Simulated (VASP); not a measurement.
# S (R-3) in VASP: relaxation of cell and atoms with PBE

Aim: the relaxation of cell and atoms of S with PBE.

Program: VASP 6.6.1. These are calculated values, not measurements. Logs are shortened: lines on timing, memory, paths and dates and some standing lists are left out, and cuts for length are marked.

### 1 The cell of the first run

The structure is trigonal, space group R-3 (No. 148). The conventional cell has a = 11.009 Å, b = 11.009 Å, c = 5.691 Å, α = 90.00°, β = 90.00°, γ = 120.00°. S (site symmetry 1) has 2 S at 2.08 Å within 2.8 Å.

### 2 Relaxation of cell and atoms, PBE

Input file INCAR:

```
PREC = Accurate
ENCUT = 600
EDIFF = 1E-7
ISMEAR = 0
SIGMA = 0.02
LREAL = F
LASPH = T
NELM = 100
ALGO = Normal
ISIF = 3
LWAVE = F
LCHARG = F
GGA = PE
IBRION = 2
NSW = 100
EDIFFG = -0.01
```

Input file KPOINTS:

```
Automatic mesh
0
Gamma
  6 6 6
```

Input file POSCAR:

```
S
1.0
    5.5045141669      3.1780327360      1.8971419408
   -5.5045141669      3.1780327360      1.8971419408
    0.0000000000     -6.3560654720      1.8971419408
S
6
Direct
    0.6092023642      0.3794170361      0.2755945973
    0.2755945973      0.6092023642      0.3794170361
    0.3794170361      0.2755945973      0.6092023642
    0.3907976358      0.6205829639      0.7244054027
    0.7244054027      0.3907976358      0.6205829639
    0.6205829639      0.7244054027      0.3907976358
```

Potentials or basis: VASP PAW PBE potentials, release 64 (S).

Started as:

```sh
> cat potpaw_PBE.64/S/POTCAR > POTCAR
> mpirun -np 1 vasp_std > vasp.out
```

OUTCAR:

```text
PREC = Accurate
   ENCUT = 600
   EDIFF = 1E-7
   ISMEAR = 0
   LREAL = F
   LASPH = T
   NELM = 100
   ISIF = 3
   GGA = PE
   IBRION = 2
   NSW = 100
   EDIFFG = -0.01

 ion  position               nearest neighbor table
   1  0.609  0.379  0.276-   5 2.08   6 2.08
   2  0.276  0.609  0.379-   4 2.08   6 2.08
   3  0.379  0.276  0.609-   5 2.08   4 2.08
   4  0.391  0.621  0.724-   2 2.08   3 2.08
   5  0.724  0.391  0.621-   1 2.08   3 2.08
   6  0.621  0.724  0.391-   2 2.08   1 2.08

  LATTYP: Found a trigonal (rhomboedric) cell.
 ALAT       =     6.6331527819
 COS(alpha) =    -0.3772982072

  Lattice vectors:

 A1 = (   5.5045141669,   3.1780327360,   1.8971419408)
 A2 = (  -5.5045141669,   3.1780327360,   1.8971419408)
 A3 = (   0.0000000000,  -6.3560654720,   1.8971419408)

Analysis of symmetry for initial positions (statically):
=====================================================================
 Subroutine PRICEL returns:
 Original cell was already a primitive cell.

 Routine SETGRP: Setting up the symmetry group for a
 trigonal (rhombohedral) supercell.

 Subroutine GETGRP returns: Found  6 space group operations
 (whereof  6 operations were pure point group operations)
 out of a pool of 12 trial point group operations.

The static configuration has the point symmetry S_6 .

Analysis of symmetry for dynamics (positions and initial velocities):
=====================================================================
 Subroutine PRICEL returns:
 Original cell was already a primitive cell.

 Routine SETGRP: Setting up the symmetry group for a
 trigonal (rhombohedral) supercell.

 Subroutine GETGRP returns: Found  6 space group operations
 (whereof  6 operations were pure point group operations)
 out of a pool of 12 trial point group operations.

The dynamic configuration has the point symmetry S_6 .

 Subroutine INISYM returns: Found  6 space group operations
 (whereof  6 operations are pure point group operations),
 and found     1 'primitive' translations

----------------------------------------------------------------------------------------

                                     Primitive cell

  volume of cell :     199.1262

  direct lattice vectors                    reciprocal lattice vectors
     5.504514167  3.178032736  1.897141941     0.090834538  0.052443345  0.175702896
    -5.504514167  3.178032736  1.897141941    -0.090834538  0.052443345  0.175702896
     0.000000000 -6.356065472  1.897141941     0.000000000 -0.104886690  0.175702896

  length of vectors
     6.633152782  6.633152782  6.633152782     0.204628261  0.204628261  0.204628261

  position of ions in fractional coordinates (direct lattice)
     0.609202364  0.379417036  0.275594597
     0.275594597  0.609202364  0.379417036
     0.379417036  0.275594597  0.609202364
     0.390797636  0.620582964  0.724405403
     0.724405403  0.390797636  0.620582964
     0.620582964  0.724405403  0.390797636

  ion indices of the primitive-cell ions
   primitive index   ion index
                 1           1
                 2           2
                 3           3
                 4           4
                 5           5
                 6           6

----------------------------------------------------------------------------------------

 KPOINTS: Automatic mesh

Automatic generation of k-mesh.
 Grid dimensions read from file:
 generate k-points for:    6    6    6

 Generating k-lattice:

  Cartesian coordinates                     Fractional coordinates (reciprocal lattice)
     0.015139090  0.008740557  0.029283816     0.166666667 -0.000000000  0.000000000
    -0.015139090  0.008740557  0.029283816    -0.000000000  0.166666667  0.000000000
     0.000000000 -0.017481115  0.029283816     0.000000000  0.000000000  0.166666667

  Length of vectors
     0.034104710  0.034104710  0.034104710

  Shift w.r.t. Gamma in fractional coordinates (k-lattice)
     0.000000000  0.000000000  0.000000000

 Subroutine IBZKPT returns following result:
 ===========================================

 Found     40 irreducible k-points:

 Following reciprocal coordinates:
            Coordinates               Weight
  0.000000  0.000000  0.000000      1.000000
  0.166667  0.000000 -0.000000      6.000000
  0.333333  0.000000  0.000000      6.000000
  0.500000 -0.000000 -0.000000      3.000000
  0.166667  0.166667 -0.000000      6.000000
  0.333333  0.166667 -0.000000      6.000000
[... 16 lines left out ...]
  0.333333  0.333333  0.166667      6.000000
  0.500000  0.333333  0.166667      6.000000
 [... further k-points ...]
   k-points           NKPTS =     40   k-points in BZ     NKDIM =     40   number of bands    NBANDS=     22
   number of dos      NEDOS =    301   number of ions     NIONS =      6
   total plane-waves  NPLWV = 157464
   dimension x,y,z NGX =    54 NGY =   54 NGZ =   54
   dimension x,y,z NGXF=   108 NGYF=  108 NGZF=  108
   ions per type =               6
   NGX,Y,Z   is equivalent  to a cutoff of  13.53, 13.53, 13.53 a.u.
   NGXF,Y,Z  is equivalent  to a cutoff of  27.07, 27.07, 27.07 a.u.
 SYSTEM =  unknown system
   PREC   = accura    normal or accurate (medium, high low for compatibility)
   ISTART =      0    job   : 0-new  1-cont  2-samecut
   ICHARG =      2    charge: 1-file 2-atom 10-const
   ISPIN  =      1    spin polarized calculation?
   LNONCOLLINEAR =      F non collinear calculations
   LSORBIT =      F    spin-orbit coupling
   LASPH  =      T    aspherical Exc in radial PAW
   ENCUT  =  600.0 eV  44.10 Ry    6.64 a.u.  13.25 13.25 13.25*2*pi/ulx,y,z
   NELM   =    100;   NELMIN=  2; NELMDL= -5     # of ELM steps
   EDIFF  = 0.1E-06   stopping-criterion for ELM
   LREAL  =      F    real-space projection
   EDIFFG = -.1E-01   stopping-criterion for IOM
   NSW    =    100    number of steps for IOM
   IBRION =      2    ionic relax: 0-MD 1-quasi-New 2-CG
   NFREE  =      1    steps in history (QN), initial steepest desc. (CG)
   ISIF   =      3    stress and relaxation
   ISYM   =      2    0-nonsym 1-usesym 2-fastsym
   POTIM  = 0.5000    time-step for ionic-motion
   TEBEG  =    0.0;   TEEND  =   0.0 temperature during run
   PSTRESS=    0.0 pullay stress
   NELECT =      36.0000    total number of electrons
   NUPDOWN=      -1.0000    fix difference up-down
   EMIN   =  10.00;   EMAX   =-10.00  energy-range for DOS
   EFERMI =   0.00;   METHOD = LEGACY
   ISMEAR =     0;   SIGMA  =   0.02  broadening in eV -4-tet -1-fermi 0-gaus
   EFERMI_NEDOS =   21; number of points for ismear=-14 and -15
   IALGO  =     38    algorithm
   IMIX   =      4    mixing-type and parameters
     AMIX     =   0.40;   BMIX     =  1.00
     AMIX_MAG =   1.60;   BMIX_MAG =  1.00
  volume/ion in A,a.u.               =      33.19       223.96
  Fermi-wavevector in a.u.,A,eV,Ry     =   0.925691  1.749303 11.658892  0.856904
  Thomas-Fermi vector in A             =   2.051573
   LORBIT       =      0    0 simple, 1 ext, 2 COOP (PROOUT), +10 PAW based schemes
   GGA     = PE    functional components
   LHFCALC =     F    Hartree Fock is set to
   AEXX    =    0.0000 exact exchange contribution
   IVDW    =     0    specifies the selected vdW correction
   LEPSILON=     F    determine dielectric tensor
   LRPA    =     F    only Hartree local field effects (RPA)
 conjugate gradient relaxation of ions
 non-spin polarized calculation
 Gauss-broadening in eV      SIGMA  =   0.02
  energy-cutoff  :      600.00
  volume of cell :      199.13
 maximum number of plane-waves:      6683
 NGX is ok and might be reduce to    54
   NGX = 27   NGY = 27   NGZ = 27

--------------------------------------- Ionic step        1  -------------------------------------------

 number of electron      35.9999999 magnetization

 Free energy of the ion-electron system (eV)
  ---------------------------------------------------
  ext. energy  EPLUGINS =         0.00000000
  ---------------------------------------------------
  free energy    TOTEN  =       -24.42846329 eV

  energy without entropy =      -24.42846329  energy(sigma->0) =      -24.42846329

------------------------ aborting loop because EDIFF is reached ----------------------------------------

  FORCE on cell =-STRESS in cart. coord.  units (eV):
  Direction    XX          YY          ZZ          XY          YZ          ZX
  --------------------------------------------------------------------------------------
  -------------------------------------------------------------------------------------
  Total       -0.5587001     -0.5587001     -0.2424382     -0.0000000      0.0000000      0.0000000
  in kB       -4.4953228     -4.4953228     -1.9506673     -0.0000003      0.0000000      0.0000000
  external PRESSURE =      -3.6471043 kB  Pullay stress =       0.0000000 kB
[... 65 lines left out ...]
  energy  without entropy=      -24.4265678445  energy(sigma->0) =      -24.42656784

--------------------------------------- Ionic step        3  -------------------------------------------

 number of electron      35.9999999 magnetization

 Free energy of the ion-electron system (eV)
  ---------------------------------------------------
  ext. energy  EPLUGINS =         0.00000000
  ---------------------------------------------------
  free energy    TOTEN  =       -24.43071521 eV

  energy without entropy =      -24.43071521  energy(sigma->0) =      -24.43071521

 E-fermi :   0.1773     XC(G=0):  -6.9991

 val. band max:        0.0427753161   @ k =   0.1667   0.1667   0.1667
 cond. band min:       2.5714649578   @ k =   0.5000   0.5000   0.1667
 fundamental gap:      2.5286896417
 Fermi energy:         0.1772875571

 k-point     1 :       0.0000    0.0000    0.0000
  band No.  band energies     occupation
      1     -16.1303      2.00000
      2     -14.3853      2.00000
      3     -14.3853      2.00000
      4     -11.0742      2.00000
      5     -11.0742      2.00000
      6      -8.4269      2.00000
[... 574 lines left out ...]
      6      -8.3041      2.00000
[... 14 lines left out ...]
     21       3.5857      0.00000
     22       3.9142      0.00000

 [... further k-points ...]
[... 5 lines left out ...]
  --------------------------------------------------------------------------------------
  -------------------------------------------------------------------------------------
  Total        0.0020914      0.0020914      0.0042022     -0.0000000     -0.0000000     -0.0000000
  in kB        0.0169061      0.0169061      0.0339691     -0.0000002     -0.0000000     -0.0000000
  external PRESSURE =       0.0225938 kB  Pullay stress =       0.0000000 kB
[... 21 lines left out ...]
  FREE ENERGIE OF THE ION-ELECTRON SYSTEM (eV)
  ---------------------------------------------------
  free  energy   TOTEN  =       -24.4307152060 eV

  energy  without entropy=      -24.4307152060  energy(sigma->0) =      -24.43071521

 reached required accuracy - stopping structural energy minimisation
```

It took 5.1 min on 1 thread of Intel Xeon 6975P-C (Granite Rapids), shared host; peak memory 0.49 GiB.

What came out:

```
Free energy                           : -24.4307 eV
Relaxed volume                        : 33.03 Å³/atom
Relaxed cell                          : a = 6.621 Å, b = 6.621 Å, c = 6.621 Å, α = 112.15°, β = 112.15°, γ = 112.15°
Space group after relaxing (to 0.1 Å) : R-3 (No. 148)
Energy gained by relaxing             : 0.4 meV/atom
Ionic steps                           : 3
Pressure after relaxing               : 0.0 GPa
Largest force after relaxing          : 0.003 eV/Å
Band gap on the k mesh                : 2.53 eV (least direct gap 2.70 eV)
```

Forces in eV/Å, atoms in the order of the input:
```
S    0.000 -0.002 -0.002
S    0.002  0.001 -0.002
S   -0.002  0.002 -0.002
S    0.000  0.002  0.002
S   -0.002 -0.001  0.002
S    0.002 -0.002  0.002
```

The path:
| step | energy change (eV) | largest force (eV/Å) | pressure (GPa) | volume (Å³) |
| --- | --- | --- | --- | --- |
| 1 | 0.0000 | 0.1313 | -0.36 | 199.13 |
| 2 | 0.0019 | 0.1821 | 0.51 | 196.96 |
| 3 | -0.0023 | 0.0031 | 0.00 | 198.20 |

Final structure:
```yaml
crystal:
  lattice:
    - [5.49395, 3.17193, 1.89556]
    - [-5.49395, 3.17193, 1.89556]
    - [0.00000, -6.34387, 1.89556]
  atoms:
    - { symbol: S, position: [0.60932, 0.37978, 0.27607] }
    - { symbol: S, position: [0.27607, 0.60932, 0.37978] }
    - { symbol: S, position: [0.37978, 0.27607, 0.60932] }
    - { symbol: S, position: [0.39068, 0.62022, 0.72393] }
    - { symbol: S, position: [0.72393, 0.39068, 0.62022] }
    - { symbol: S, position: [0.62022, 0.72393, 0.39068] }
```

Levels at points of the mesh, in eV from the valence-band top:
| k point | band 14 | band 15 | band 16 | band 17 | band 18 | band 19 | band 20 | band 21 | band 22 |
| --- | --- | --- | --- | --- | --- | --- | --- | --- | --- |
| (0.00, 0.00, 0.00) | -0.64 | -0.64 | -0.61 | -0.61 | -0.34 | 2.80 | 2.80 | 3.89 | 3.95 |
| (0.50, 0.00, 0.00) | -0.98 | -0.73 | -0.68 | -0.56 | 0.00 | 2.86 | 2.97 | 3.50 | 4.05 |
| (0.50, 0.50, 0.00) | -1.11 | -0.77 | -0.77 | -0.67 | -0.22 | 2.57 | 3.12 | 3.46 | 3.75 |
| (0.50, 0.50, 0.50) | -1.08 | -1.08 | -0.68 | -0.68 | -0.16 | 2.57 | 2.57 | 3.73 | 4.06 |

Caveat: this functional lacks dispersion, which holds the molecules together, so the pressure and a relaxed volume are unreliable. A k mesh can miss the band edges.
